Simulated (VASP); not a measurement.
# SrRe (Pm-3m) in VASP: single point with r2SCAN

Aim: the single point of SrRe with r2SCAN.

Program: VASP 6.6.1. These are calculated values, not measurements. Logs are shortened: lines on timing, memory, paths and dates and some standing lists are left out, and cuts for length are marked.

## Step 1: The cell of the first run

It takes space group Pm-3m (No. 221, cubic). Conventional cell: a = 3.638 Å, b = 3.638 Å, c = 3.638 Å, α = 90.00°, β = 90.00°, γ = 90.00°. Sr (site symmetry m-3m) has 8 Re at 3.15 Å and 6 Sr at 3.64 Å within 4.1 Å. Re (site symmetry m-3m) has 8 Sr at 3.15 Å and 6 Re at 3.64 Å within 4.1 Å.

## Step 2: Single point, r2SCAN

Contents of POSCAR:

```
SrRe
1.0
    3.6380263064      0.0000000000      0.0000000000
    0.0000000000      3.6380263064      0.0000000000
    0.0000000000      0.0000000000      3.6380263064
Sr Re
1 1
Direct
    0.0000000000      0.0000000000      0.0000000000
    0.5000000000      0.5000000000      0.5000000000
```

Contents of INCAR.step1:

```
ALGO = Normal ; EDIFF = 1E-4
ENCUT = 520 ; GGA = PE
ISMEAR = 0 ; LASPH = True
LCHARG = False ; LREAL = False
LWAVE = True ; NBANDS = 16
NELM = 80 ; PREC = Accurate
SIGMA = 0.05
```

Contents of INCAR.step2:

```
ALGO = Normal ; EDIFF = 1E-6
ENCUT = 520 ; ISIF = 2
ISMEAR = 0 ; ISTART = 1
LASPH = True ; LCHARG = False
LMIXTAU = True ; LREAL = False
LWAVE = False ; METAGGA = R2SCAN
NBANDS = 16 ; NELM = 80
PREC = Accurate ; SIGMA = 0.05
```

Contents of KPOINTS:

```
k-points
0
Gamma
  10 10 10
```

Potentials or basis: VASP PAW PBE potentials, release 64 (Sr_sv, Re).

Launch:

```
$ cat potpaw_PBE.64/Sr_sv/POTCAR potpaw_PBE.64/Re/POTCAR > POTCAR
$ cp INCAR.step1 INCAR
$ mpirun -np 1 vasp_std > vasp.out
$ cp INCAR.step2 INCAR
$ mpirun -np 1 vasp_std > vasp.out
```

OUTCAR:

```text
EDIFF = 1E-6
   ENCUT = 520
   ISIF = 2
   ISMEAR = 0
   ISTART = 1
   LASPH = True
   LREAL = False
   METAGGA = R2SCAN
   NELM = 80
   PREC = Accurate

 ion  position               nearest neighbor table
   1  0.000  0.000  0.000-   2 3.15   2 3.15   2 3.15   2 3.15   2 3.15   2 3.15   2 3.15   2 3.15

   2  0.500  0.500  0.500-   1 3.15   1 3.15   1 3.15   1 3.15   1 3.15   1 3.15   1 3.15   1 3.15

  LATTYP: Found a simple cubic cell.
 ALAT       =     3.6380263064

  Lattice vectors:

 A1 = (   3.6380263064,   0.0000000000,   0.0000000000)
 A2 = (   0.0000000000,   3.6380263064,   0.0000000000)
 A3 = (   0.0000000000,   0.0000000000,   3.6380263064)

Analysis of symmetry for initial positions (statically):
=====================================================================
 Subroutine PRICEL returns:
 Original cell was already a primitive cell.

 Routine SETGRP: Setting up the symmetry group for a
 simple cubic supercell.

 Subroutine GETGRP returns: Found 48 space group operations
 (whereof 48 operations were pure point group operations)
 out of a pool of 48 trial point group operations.

The static configuration has the point symmetry O_h .

Analysis of symmetry for dynamics (positions and initial velocities):
=====================================================================
 Subroutine PRICEL returns:
 Original cell was already a primitive cell.

 Routine SETGRP: Setting up the symmetry group for a
 simple cubic supercell.

 Subroutine GETGRP returns: Found 48 space group operations
 (whereof 48 operations were pure point group operations)
 out of a pool of 48 trial point group operations.

The dynamic configuration has the point symmetry O_h .

 Subroutine INISYM returns: Found 48 space group operations
 (whereof 48 operations are pure point group operations),
 and found     1 'primitive' translations

----------------------------------------------------------------------------------------

                                     Primitive cell

  volume of cell :      48.1501

  direct lattice vectors                    reciprocal lattice vectors
     3.638026306  0.000000000  0.000000000     0.274874318  0.000000000  0.000000000
     0.000000000  3.638026306  0.000000000     0.000000000  0.274874318  0.000000000
     0.000000000  0.000000000  3.638026306     0.000000000  0.000000000  0.274874318

  length of vectors
     3.638026306  3.638026306  3.638026306     0.274874318  0.274874318  0.274874318

  position of ions in fractional coordinates (direct lattice)
     0.000000000  0.000000000  0.000000000
     0.500000000  0.500000000  0.500000000

  ion indices of the primitive-cell ions
   primitive index   ion index
                 1           1
                 2           2

----------------------------------------------------------------------------------------

 KPOINTS: k-points

Automatic generation of k-mesh.
 Grid dimensions read from file:
 generate k-points for:   10   10   10

 Generating k-lattice:

  Cartesian coordinates                     Fractional coordinates (reciprocal lattice)
     0.027487432  0.000000000  0.000000000     0.100000000  0.000000000  0.000000000
     0.000000000  0.027487432  0.000000000     0.000000000  0.100000000  0.000000000
     0.000000000  0.000000000  0.027487432     0.000000000  0.000000000  0.100000000

  Length of vectors
     0.027487432  0.027487432  0.027487432

  Shift w.r.t. Gamma in fractional coordinates (k-lattice)
     0.000000000  0.000000000  0.000000000

 Subroutine IBZKPT returns following result:
 ===========================================

 Found     56 irreducible k-points:

 Following reciprocal coordinates:
            Coordinates               Weight
  0.000000  0.000000  0.000000      1.000000
  0.100000  0.000000  0.000000      6.000000
  0.200000  0.000000  0.000000      6.000000
  0.300000  0.000000  0.000000      6.000000
  0.400000  0.000000  0.000000      6.000000
  0.500000  0.000000  0.000000      3.000000
[... 16 lines left out ...]
  0.200000  0.100000  0.100000     24.000000
  0.300000  0.100000  0.100000     24.000000
 [... further k-points ...]
   k-points           NKPTS =     56   k-points in BZ     NKDIM =     56   number of bands    NBANDS=     16
   number of dos      NEDOS =    301   number of ions     NIONS =      2
   total plane-waves  NPLWV =  21952
   dimension x,y,z NGX =    28 NGY =   28 NGZ =   28
   dimension x,y,z NGXF=    56 NGYF=   56 NGZF=   56
   ions per type =               1   1
   NGX,Y,Z   is equivalent  to a cutoff of  12.80, 12.80, 12.80 a.u.
   NGXF,Y,Z  is equivalent  to a cutoff of  25.59, 25.59, 25.59 a.u.
 SYSTEM =  unknown system
   PREC   = accura    normal or accurate (medium, high low for compatibility)
   ISTART =      1    job   : 0-new  1-cont  2-samecut
   ICHARG =      0    charge: 1-file 2-atom 10-const
   ISPIN  =      1    spin polarized calculation?
   LNONCOLLINEAR =      F non collinear calculations
   LSORBIT =      F    spin-orbit coupling
   LASPH  =      T    aspherical Exc in radial PAW
   ENCUT  =  520.0 eV  38.22 Ry    6.18 a.u.   6.76  6.76  6.76*2*pi/ulx,y,z
   NELM   =     80;   NELMIN=  2; NELMDL=  0     # of ELM steps
   EDIFF  = 0.1E-05   stopping-criterion for ELM
   LREAL  =      F    real-space projection
[... 7 lines left out ...]
   TEBEG  =    0.0;   TEEND  =   0.0 temperature during run
   PSTRESS=    0.0 pullay stress
   NELECT =      17.0000    total number of electrons
   NUPDOWN=      -1.0000    fix difference up-down
   EMIN   =  10.00;   EMAX   =-10.00  energy-range for DOS
   EFERMI =   0.00;   METHOD = LEGACY
   ISMEAR =     0;   SIGMA  =   0.05  broadening in eV -4-tet -1-fermi 0-gaus
   EFERMI_NEDOS =   21; number of points for ismear=-14 and -15
   IALGO  =     38    algorithm
   IMIX   =      4    mixing-type and parameters
     AMIX     =   0.40;   BMIX     =  1.00
     AMIX_MAG =   1.60;   BMIX_MAG =  1.00
  volume/ion in A,a.u.               =      24.08       162.47
  Fermi-wavevector in a.u.,A,eV,Ry     =   1.157067  2.186540 18.215546  1.338805
  Thomas-Fermi vector in A             =   2.293682
   LORBIT       =      0    0 simple, 1 ext, 2 COOP (PROOUT), +10 PAW based schemes
   METAGGA = R2SCAN    functional components
   LHFCALC =     F    Hartree Fock is set to
   AEXX    =    0.0000 exact exchange contribution
   IVDW    =     0    specifies the selected vdW correction
   LEPSILON=     F    determine dielectric tensor
   LRPA    =     F    only Hartree local field effects (RPA)
 non-spin polarized calculation
 Gauss-broadening in eV      SIGMA  =   0.05
  energy-cutoff  :      520.00
  volume of cell :       48.15
 maximum number of plane-waves:      1328
 NGX is ok and might be reduce to    28
   NGX = 13   NGY = 13   NGZ = 13

 number of electron      17.0000000 magnetization

 Free energy of the ion-electron system (eV)
  ---------------------------------------------------
  ext. energy  EPLUGINS =         0.00000000
  ---------------------------------------------------
  free energy    TOTEN  =       -63.56187825 eV

  energy without entropy =      -63.55613457  energy(sigma->0) =      -63.55900641

 E-fermi :   3.4733     XC(G=0): -11.3547

 val. band max:        3.4711638152   @ k =   0.4000   0.2000   0.1000
 cond. band min:       3.4895444213   @ k =   0.3000   0.1000   0.0000
 fundamental gap:      0.0183806061
 Fermi energy:         3.4733281279

 k-point     1 :       0.0000    0.0000    0.0000
  band No.  band energies     occupation
      1     -31.5868      2.00000
      2     -12.8988      2.00000
      3     -12.8988      2.00000
      4     -12.8988      2.00000
      5      -1.8733      2.00000
      6       1.2297      2.00000
[... 8 lines left out ...]
     15      11.9313      0.00000
     16      12.6350      0.00000

 k-point     2 :       0.1000    0.0000    0.0000
  band No.  band energies     occupation
      1     -31.5822      2.00000
      2     -12.9656      2.00000
      3     -12.8959      2.00000
      4     -12.8959      2.00000
      5      -1.6814      2.00000
      6       1.2953      2.00000
[... 8 lines left out ...]
     15      11.4846      0.00000
     16      12.5223      0.00000

 k-point     3 :       0.2000    0.0000    0.0000
  band No.  band energies     occupation
      1     -31.5702      2.00000
      2     -13.1352      2.00000
      3     -12.8884      2.00000
      4     -12.8884      2.00000
      5      -1.1385      2.00000
      6       1.4796      2.00000
[... 8 lines left out ...]
     15      11.0643      0.00000
     16      12.2335      0.00000

 k-point     4 :       0.3000    0.0000    0.0000
  band No.  band energies     occupation
      1     -31.5554      2.00000
      2     -13.3349      2.00000
      3     -12.8792      2.00000
      4     -12.8792      2.00000
      5      -0.3417      2.00000
      6       1.7397      2.00000
[... 8 lines left out ...]
     15      11.5747      0.00000
     16      11.8868      0.00000

 k-point     5 :       0.4000    0.0000    0.0000
  band No.  band energies     occupation
      1     -31.5433      2.00000
      2     -13.4894      2.00000
      3     -12.8717      2.00000
      4     -12.8717      2.00000
      5       0.5066      2.00000
      6       1.9876      2.00000
[... 8 lines left out ...]
     15      11.6125      0.00000
     16      12.5717      0.00000

 k-point     6 :       0.5000    0.0000    0.0000
  band No.  band energies     occupation
      1     -31.5387      2.00000
      2     -13.5469      2.00000
      3     -12.8689      2.00000
      4     -12.8689      2.00000
      5       0.9352      2.00000
      6       2.0947      2.00000
[... 8 lines left out ...]
     15      11.5089      0.00000
     16      13.2045      0.00000

 k-point     7 :       0.1000    0.1000    0.0000
  band No.  band energies     occupation
      1     -31.5777      2.00000
      2     -12.9747      2.00000
      3     -12.9477      2.00000
      4     -12.8927      2.00000
      5      -1.4983      2.00000
      6       1.3853      2.00000
[... 8 lines left out ...]
     15      11.9834      0.00000
     16      12.4966      0.00000

 k-point     8 :       0.2000    0.1000    0.0000
  band No.  band energies     occupation
      1     -31.5660      2.00000
      2     -13.1296      2.00000
      3     -12.9472      2.00000
      4     -12.8841      2.00000
      5      -0.9823      2.00000
      6       1.5640      2.00000
[... 8 lines left out ...]
     15      11.6515      0.00000
     16      12.2805      0.00000

 k-point     9 :       0.3000    0.1000    0.0000
  band No.  band energies     occupation
      1     -31.5514      2.00000
      2     -13.3238      2.00000
      3     -12.9345      2.00000
      4     -12.8736      2.00000
      5      -0.2320      2.00000
      6       1.8015      2.00000
[... 8 lines left out ...]
     15      11.8057      0.00000
     16      11.9602      0.00000
[... 172 lines left out ...]
 k-point    19 :       0.4000    0.4000    0.0000
  band No.  band energies     occupation
      1     -31.5080      2.00000
      2     -13.3568      2.00000
      3     -13.3328      2.00000
      4     -12.8069      2.00000
      5       0.4277      2.00000
      6       1.6218      2.00000
[... 8 lines left out ...]
     15      12.1642      0.00000
     16      12.7664      0.00000

 k-point    20 :       0.5000    0.4000    0.0000
  band No.  band energies     occupation
      1     -31.5042      2.00000
      2     -13.3920      2.00000
      3     -13.3293      2.00000
      4     -12.8000      2.00000
      5       0.3789      2.00000
      6       1.5434      2.00000
[... 8 lines left out ...]
     15      12.1159      0.00000
     16      13.0530      0.00000

 k-point    21 :       0.5000    0.5000    0.0000
  band No.  band energies     occupation
      1     -31.5006      2.00000
      2     -13.3752      2.00000
      3     -13.3752      2.00000
      4     -12.7926      2.00000
      5       0.2925      2.00000
      6       1.4617      2.00000
[... 8 lines left out ...]
     15      12.1727      0.00000
     16      13.2637      0.00000

 k-point    22 :       0.1000    0.1000    0.1000
  band No.  band energies     occupation
      1     -31.5734      2.00000
      2     -12.9804      2.00000
      3     -12.9447      2.00000
      4     -12.9447      2.00000
      5      -1.3220      2.00000
      6       1.5154      2.00000
[... 8 lines left out ...]
     15      10.7967      0.00000
     16      13.8296      0.00000

 k-point    23 :       0.2000    0.1000    0.1000
  band No.  band energies     occupation
      1     -31.5618      2.00000
      2     -13.1233      2.00000
      3     -12.9482      2.00000
      4     -12.9368      2.00000
      5      -0.8267      2.00000
      6       1.6705      2.00000
[... 8 lines left out ...]
     15      11.0321      0.00000
     16      13.1333      0.00000

 k-point    24 :       0.3000    0.1000    0.1000
  band No.  band energies     occupation
      1     -31.5475      2.00000
      2     -13.3131      2.00000
      3     -12.9306      2.00000
      4     -12.9271      2.00000
      5      -0.1128      2.00000
      6       1.8849      2.00000
[... 8 lines left out ...]
     15      11.3802      0.00000
     16      12.6434      0.00000

 [... further k-points ...]

------------------------ aborting loop because EDIFF is reached ----------------------------------------

  FORCE on cell =-STRESS in cart. coord.  units (eV):
  Direction    XX          YY          ZZ          XY          YZ          ZX
  --------------------------------------------------------------------------------------
  -------------------------------------------------------------------------------------
  Total       -0.1550195     -0.1550195     -0.1550195      0.0000000      0.0000000     -0.0000000
  in kB       -5.1582146     -5.1582146     -5.1582146      0.0000000      0.0000000     -0.0000000
  external PRESSURE =      -5.1582146 kB  Pullay stress =       0.0000000 kB

 VOLUME and BASIS-vectors are now :
 -----------------------------------------------------------------------------
  energy-cutoff  :      520.00
  volume of cell :       48.15
      direct lattice vectors                 reciprocal lattice vectors
     3.638026306  0.000000000  0.000000000     0.274874318  0.000000000  0.000000000
     0.000000000  3.638026306  0.000000000     0.000000000  0.274874318  0.000000000
     0.000000000  0.000000000  3.638026306     0.000000000  0.000000000  0.274874318

 POSITION                                       TOTAL-FORCE (eV/Angst)
 -----------------------------------------------------------------------------------
      0.00000      0.00000      0.00000         0.000000      0.000000      0.000000
      1.81901      1.81901      1.81901         0.000000      0.000000      0.000000
 -----------------------------------------------------------------------------------
    total drift:                                0.000000      0.000000      0.000000

  FREE ENERGIE OF THE ION-ELECTRON SYSTEM (eV)
  ---------------------------------------------------
  free  energy   TOTEN  =       -63.5618782538 eV

  energy  without entropy=      -63.5561345656  energy(sigma->0) =      -63.55900641
```

Wall time 74 s (1 thread of AMD EPYC 9R45 (Zen 5), shared host); peak memory 0.17 GiB.

What came out:

* Free energy: -63.5619 eV
* Pressure: -0.5 GPa
* Band gap on the k mesh: zero (an odd number of electrons rules out a gap without spin polarisation)

Caveat: the PAW data sets were made with another functional, which shifts forces and pressure a little; spin-orbit coupling is left out, which moves the levels of the heavy elements.
